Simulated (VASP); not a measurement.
# Au (Fm-3m) in VASP: further runs

Au is run at these levels: PBE; tasks: single point.

All numbers are computed with VASP 6.6.1; they aren't measurements. Logs are shortened: lines on timing, memory, paths and dates and some standing lists are left out, and cuts for length are marked.

## 1. The cell of the first run

It takes space group Fm-3m (No. 225, cubic). The conventional cell has a = 4.101 Å, b = 4.101 Å, c = 4.101 Å, α = 90.00°, β = 90.00°, γ = 90.00°. Within 3.8 Å of Au (site symmetry m-3m) lie 12 Au at 2.90 Å.

## 2. Single point, PBE

Input file INCAR:

```
SYSTEM = Au
PREC     = Accurate       ! precision mode
ENCUT    = 520            ! plane-wave cutoff, eV
EDIFF    = 1E-6           ! SCF threshold, eV
ISMEAR   = -1             ! smearing method
SIGMA    = 0.06122561905347299 ! smearing width, eV
LREAL    = .False.        ! projectors in reciprocal space
LASPH    = .True.         ! aspherical terms in the spheres
NELM     = 80             ! most SCF steps
ALGO     = Normal         ! electronic algorithm
ISIF     = 2              ! what is computed and relaxed
LWAVE    = .False.        ! write WAVECAR
LCHARG   = .True.         ! write CHGCAR
GGA      = PE             ! functional
LELF     = .True.         ! ELF
LVHAR    = .True.       
NBANDS   = 12             ! bands
```

Input file KPOINTS:

```
Automatic mesh
0
Gamma
  45 45 45
  0 0 0
```

Input file POSCAR:

```
Au
1.0
    0.0000000000      2.0505781063      2.0505781063
    2.0505781063      0.0000000000      2.0505781063
    2.0505781063      2.0505781063      0.0000000000
Au
1
Direct
    0.0000000000      0.0000000000      0.0000000000
```

Potentials or basis: VASP PAW PBE potentials, release 64 (Au).

Command:

```bash
cat potpaw_PBE.64/Au/POTCAR > POTCAR
mpirun -np 1 vasp_std > vasp.out
```

OUTCAR:

```text
SYSTEM = Au
   PREC = Accurate
   ENCUT = 520
   EDIFF = 1E-6
   ISMEAR = -1
   LREAL = .False.
   LASPH = .True.
   NELM = 80
   ISIF = 2
   GGA = PE

 ion  position               nearest neighbor table
   1  0.000  0.000  0.000-

  LATTYP: Found a face centered cubic cell.
 ALAT       =     4.1011562126

  Lattice vectors:

 A1 = (   0.0000000000,   2.0505781063,   2.0505781063)
 A2 = (   2.0505781063,   0.0000000000,   2.0505781063)
 A3 = (   2.0505781063,   2.0505781063,   0.0000000000)

Analysis of symmetry for initial positions (statically):
=====================================================================
 Subroutine PRICEL returns:
 Original cell was already a primitive cell.

 Routine SETGRP: Setting up the symmetry group for a
 face centered cubic supercell.

 Subroutine GETGRP returns: Found 48 space group operations
 (whereof 48 operations were pure point group operations)
 out of a pool of 48 trial point group operations.

The static configuration has the point symmetry O_h .

Analysis of symmetry for dynamics (positions and initial velocities):
=====================================================================
 Subroutine PRICEL returns:
 Original cell was already a primitive cell.

 Routine SETGRP: Setting up the symmetry group for a
 face centered cubic supercell.

 Subroutine GETGRP returns: Found 48 space group operations
 (whereof 48 operations were pure point group operations)
 out of a pool of 48 trial point group operations.

The dynamic configuration has the point symmetry O_h .

 Subroutine INISYM returns: Found 48 space group operations
 (whereof 48 operations are pure point group operations),
 and found     1 'primitive' translations

----------------------------------------------------------------------------------------

                                     Primitive cell

  volume of cell :      17.2448

  direct lattice vectors                    reciprocal lattice vectors
     0.000000000  2.050578106  2.050578106    -0.243833677  0.243833677  0.243833677
     2.050578106  0.000000000  2.050578106     0.243833677 -0.243833677  0.243833677
     2.050578106  2.050578106  0.000000000     0.243833677  0.243833677 -0.243833677

  length of vectors
     2.899955369  2.899955369  2.899955369     0.422332317  0.422332317  0.422332317

  position of ions in fractional coordinates (direct lattice)
     0.000000000  0.000000000  0.000000000

  ion indices of the primitive-cell ions
   primitive index   ion index
                 1           1

----------------------------------------------------------------------------------------

 KPOINTS: Automatic mesh

Automatic generation of k-mesh.
 Grid dimensions read from file:
 generate k-points for:   45   45   45

 Generating k-lattice:

  Cartesian coordinates                     Fractional coordinates (reciprocal lattice)
    -0.005418526  0.005418526  0.005418526     0.022222222  0.000000000  0.000000000
     0.005418526 -0.005418526  0.005418526     0.000000000  0.022222222  0.000000000
     0.005418526  0.005418526 -0.005418526     0.000000000  0.000000000  0.022222222

  Length of vectors
     0.009385163  0.009385163  0.009385163

  Shift w.r.t. Gamma in fractional coordinates (k-lattice)
     0.000000000  0.000000000  0.000000000

 Subroutine IBZKPT returns following result:
 ===========================================

 Found   2300 irreducible k-points:

 Following reciprocal coordinates:
            Coordinates               Weight
  0.000000  0.000000  0.000000      1.000000
  0.022222  0.000000  0.000000      8.000000
  0.044444  0.000000  0.000000      8.000000
  0.066667  0.000000  0.000000      8.000000
  0.088889  0.000000  0.000000      8.000000
  0.111111  0.000000  0.000000      8.000000
[... 16 lines left out ...]
  0.488889  0.000000  0.000000      8.000000
  0.022222  0.022222  0.000000      6.000000
 [... further k-points ...]
   k-points           NKPTS =   2300   k-points in BZ     NKDIM =   2300   number of bands    NBANDS=     12
   number of dos      NEDOS =    301   number of ions     NIONS =      1
   total plane-waves  NPLWV =  13824
   dimension x,y,z NGX =    24 NGY =   24 NGZ =   24
   dimension x,y,z NGXF=    48 NGYF=   48 NGZF=   48
   ions per type =               1
   NGX,Y,Z   is equivalent  to a cutoff of  13.76, 13.76, 13.76 a.u.
   NGXF,Y,Z  is equivalent  to a cutoff of  27.52, 27.52, 27.52 a.u.
 SYSTEM =  Au
   PREC   = accura    normal or accurate (medium, high low for compatibility)
   ISTART =      0    job   : 0-new  1-cont  2-samecut
   ICHARG =      2    charge: 1-file 2-atom 10-const
   ISPIN  =      1    spin polarized calculation?
   LNONCOLLINEAR =      F non collinear calculations
   LSORBIT =      F    spin-orbit coupling
   LASPH  =      T    aspherical Exc in radial PAW
   ENCUT  =  520.0 eV  38.22 Ry    6.18 a.u.   5.39  5.39  5.39*2*pi/ulx,y,z
   NELM   =     80;   NELMIN=  2; NELMDL= -5     # of ELM steps
   EDIFF  = 0.1E-05   stopping-criterion for ELM
   LREAL  =      F    real-space projection
   EDIFFG = 0.1E-04   stopping-criterion for IOM
   NSW    =      0    number of steps for IOM
   IBRION =     -1    ionic relax: 0-MD 1-quasi-New 2-CG
   NFREE  =      0    steps in history (QN), initial steepest desc. (CG)
   ISIF   =      2    stress and relaxation
   ISYM   =      2    0-nonsym 1-usesym 2-fastsym
   POTIM  = 0.5000    time-step for ionic-motion
   TEBEG  =    0.0;   TEEND  =   0.0 temperature during run
   PSTRESS=    0.0 pullay stress
   NELECT =      11.0000    total number of electrons
   NUPDOWN=      -1.0000    fix difference up-down
   EMIN   =  10.00;   EMAX   =-10.00  energy-range for DOS
   EFERMI =   0.00;   METHOD = LEGACY
   ISMEAR =    -1;   SIGMA  =   0.06  broadening in eV -4-tet -1-fermi 0-gaus
   EFERMI_NEDOS =   21; number of points for ismear=-14 and -15
   IALGO  =     38    algorithm
   IMIX   =      4    mixing-type and parameters
     AMIX     =   0.40;   BMIX     =  1.00
     AMIX_MAG =   1.60;   BMIX_MAG =  1.00
  volume/ion in A,a.u.               =      17.24       116.37
  Fermi-wavevector in a.u.,A,eV,Ry     =   1.409244  2.663084 27.020729  1.985968
  Thomas-Fermi vector in A             =   2.531319
   LORBIT       =      0    0 simple, 1 ext, 2 COOP (PROOUT), +10 PAW based schemes
   GGA     = PE    functional components
   LHFCALC =     F    Hartree Fock is set to
   AEXX    =    0.0000 exact exchange contribution
   IVDW    =     0    specifies the selected vdW correction
   LEPSILON=     F    determine dielectric tensor
   LRPA    =     F    only Hartree local field effects (RPA)
 non-spin polarized calculation
  energy-cutoff  :      520.00
  volume of cell :       17.24
 maximum number of plane-waves:       483
 NGX is ok and might be reduce to    24
   NGX = 11   NGY = 11   NGZ = 11

 number of electron      11.0000000 magnetization

 Free energy of the ion-electron system (eV)
  ---------------------------------------------------
  ext. energy  EPLUGINS =         0.00000000
  ---------------------------------------------------
  free energy    TOTEN  =        -3.20904241 eV

  energy without entropy =       -3.20565896  energy(sigma->0) =       -3.20735069

 E-fermi :   9.2983     XC(G=0): -12.6462

 val. band max:        9.2963581344   @ k =   0.4889   0.1556   0.0222
 cond. band min:       9.3008875591   @ k =  -0.4444   0.0889   0.0000
 fundamental gap:      0.0045294248
 Fermi energy:         9.2983145795

 k-point     1 :       0.0000    0.0000    0.0000
  band No.  band energies     occupation
      1      -0.4531      2.00000
      2       4.6481      2.00000
      3       4.6481      2.00000
      4       4.6481      2.00000
      5       6.1312      2.00000
      6       6.1312      2.00000
      7      23.8158      0.00000
      8      27.7479      0.00000
      9      27.7479      0.00000
     10      27.7479      0.00000
     11      32.6140      0.00000
     12      37.1230      0.00000

 k-point     2 :       0.0222    0.0000    0.0000
  band No.  band energies     occupation
      1      -0.4359      2.00000
      2       4.6423      2.00000
      3       4.6541      2.00000
      4       4.6541      2.00000
      5       6.1283      2.00000
      6       6.1283      2.00000
      7      23.8366      0.00000
      8      27.6195      0.00000
      9      27.7681      0.00000
     10      27.7681      0.00000
     11      32.7342      0.00000
     12      36.7694      0.00000

 k-point     3 :       0.0444    0.0000    0.0000
  band No.  band energies     occupation
      1      -0.3846      2.00000
      2       4.6255      2.00000
      3       4.6719      2.00000
      4       4.6719      2.00000
      5       6.1202      2.00000
      6       6.1202      2.00000
      7      23.8972      0.00000
      8      27.2697      0.00000
      9      27.8285      0.00000
     10      27.8285      0.00000
     11      33.0400      0.00000
     12      36.1148      0.00000
[... 286 lines left out ...]
 k-point    23 :       0.4889    0.0000    0.0000
  band No.  band energies     occupation
      1       2.0718      2.00000
      2       4.6128      2.00000
      3       4.6128      2.00000
      4       7.3038      2.00000
      5       7.3038      2.00000
      6       8.3422      2.00000
      7      12.3258      0.00000
      8      23.2685      0.00000
      9      26.3303      0.00000
     10      26.3303      0.00000
     11      34.0179      0.00000
     12      34.0179      0.00000

 k-point    24 :       0.0222    0.0222    0.0000
  band No.  band energies     occupation
      1      -0.4302      2.00000
      2       4.6362      2.00000
      3       4.6583      2.00000
      4       4.6583      2.00000
      5       6.1185      2.00000
      6       6.1362      2.00000
      7      23.8436      0.00000
      8      27.6550      0.00000
      9      27.7349      0.00000
     10      27.7349      0.00000
     11      32.7770      0.00000
     12      36.7527      0.00000

 [... further k-points ...]

------------------------ aborting loop because EDIFF is reached ----------------------------------------

  FORCE on cell =-STRESS in cart. coord.  units (eV):
  Direction    XX          YY          ZZ          XY          YZ          ZX
  --------------------------------------------------------------------------------------
  -------------------------------------------------------------------------------------
  Total        0.6675761      0.6675761      0.6675761      0.0000000      0.0000000     -0.0000000
  in kB       62.0229489     62.0229489     62.0229489      0.0000000      0.0000000     -0.0000000
  external PRESSURE =      62.0229489 kB  Pullay stress =       0.0000000 kB

 VOLUME and BASIS-vectors are now :
 -----------------------------------------------------------------------------
  energy-cutoff  :      520.00
  volume of cell :       17.24
      direct lattice vectors                 reciprocal lattice vectors
     0.000000000  2.050578106  2.050578106    -0.243833677  0.243833677  0.243833677
     2.050578106  0.000000000  2.050578106     0.243833677 -0.243833677  0.243833677
     2.050578106  2.050578106  0.000000000     0.243833677  0.243833677 -0.243833677

 POSITION                                       TOTAL-FORCE (eV/Angst)
 -----------------------------------------------------------------------------------
      0.00000      0.00000      0.00000        -0.000000     -0.000000      0.000000
 -----------------------------------------------------------------------------------
    total drift:                               -0.000000     -0.000000      0.000000

  FREE ENERGIE OF THE ION-ELECTRON SYSTEM (eV)
  ---------------------------------------------------
  free  energy   TOTEN  =        -3.2090424143 eV

  energy  without entropy=       -3.2056589603  energy(sigma->0) =       -3.20735069
```

Run time: 9.3 min. Hardware: 1 thread of Oxide Virtual Turin-like, shared host; peak memory 0.51 GiB.

Results:

| Property | Result |
| --- | --- |
| Free energy | -3.2090 eV |
| Pressure | 6.2 GPa |
| Band gap on the k mesh | zero (an odd number of electrons rules out a gap without spin polarisation) |

Caveat: the cell stands under pressure; spin-orbit coupling is left out, which moves the levels of the heavy elements.

## 3. Single point, PBE

This run uses another cell than the first one, of 17.60 Å³/atom.

Input file INCAR:

```
SYSTEM = Au
  PREC = Accurate
  ENCUT = 520
  EDIFF = 1E-6
  ISMEAR = -1
  SIGMA = 0.06122561905347299
  LREAL = .FALSE.
  LASPH = .TRUE.
  NELM = 100
  ALGO = Normal
  ISIF = 2
  LWAVE = .FALSE.
  LCHARG = .FALSE.
  GGA = PE
  NBANDS = 12
```

Input file KPOINTS:

```
regular mesh
0
G
  45 45 45
  0 0 0
```

Input file POSCAR:

```
Au
1.0
    0.0000000000      2.0647204712      2.0647204712
    2.0647204712      0.0000000000      2.0647204712
    2.0647204712      2.0647204712      0.0000000000
Au
1
Direct
    0.0000000000      0.0000000000      0.0000000000
```

Potentials or basis: VASP PAW PBE potentials, release 64 (Au).

Command:

```bash
cat potpaw_PBE.64/Au/POTCAR > POTCAR
mpirun -np 1 vasp_std > vasp.out
```

Run time: 10 min. Hardware: 1 thread of Oxide Virtual Turin-like, shared host; peak memory 0.52 GiB.

Results (log left out):

```
Free energy            : -3.2193 eV
Pressure               : 2.8 GPa
Band gap on the k mesh : zero (an odd number of electrons rules out a gap without spin polarisation)
```

Levels at points of the mesh, in eV from the Fermi level:
| k point | band 4 | band 5 | band 6 | band 7 | band 8 | band 9 |
| --- | --- | --- | --- | --- | --- | --- |
| (0.00, 0.00, 0.00) | -4.54 | -3.11 | -3.11 | 14.55 | 18.36 | 18.36 |

Caveat: spin-orbit coupling is left out, which moves the levels of the heavy elements.
